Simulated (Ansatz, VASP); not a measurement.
# Sb2Se in VASP and in Ansatz

```xyz
6
Lattice="6.2106 0.0000 0.0000 0.0000 6.2106 0.0000 0.0000 0.0000 6.2106" Properties=species:S:1:pos:R:3 pbc="T T T"
Sb    1.5527    1.5527    1.5527
Sb    1.5527    4.6580    4.6580
Sb    4.6580    4.6580    1.5527
Sb    4.6580    1.5527    4.6580
Se    0.0000    0.0000    0.0000
Se    3.1053    3.1053    3.1053
```

Change from the starting cell: species swapped into the Au2S type (Pn-3m, No. 224).

Alike in both runs: functional PBE; k mesh 4 × 4 × 4; occupations gaussian, width 0.1 eV; no spin polarisation.

Ansatz relaxed the structure, and its values are those at the end. VASP's run is a single point on that final structure, the one shown.

|  | VASP | Ansatz |
| --- | --- | --- |
| version | VASP 6.6.1 | Ansatz 0.2.0 |
| potentials or method | VASP PAW PBE potentials, release 64 (Sb, Se), cutoff 520 eV | scalar-relativistic, plane waves, PAW |
| valence electrons in the cell | 32 | 92 |

Ansatz gave:

* gap on the k mesh at the Fermi level (eV): none
* pressure (GPa): 0.1

Q: What did VASP give for the same quantities?

A: gap on the k mesh at the Fermi level (eV): none; pressure (GPa): 0.0.

A gap of «none» marks a metal or a gap that the smearing closes. VASP's potentials hold 32 valence electrons a cell and Ansatz's 92, so a difference there can come from the potentials and not from the codes.

Neither program's run includes spin-orbit coupling.
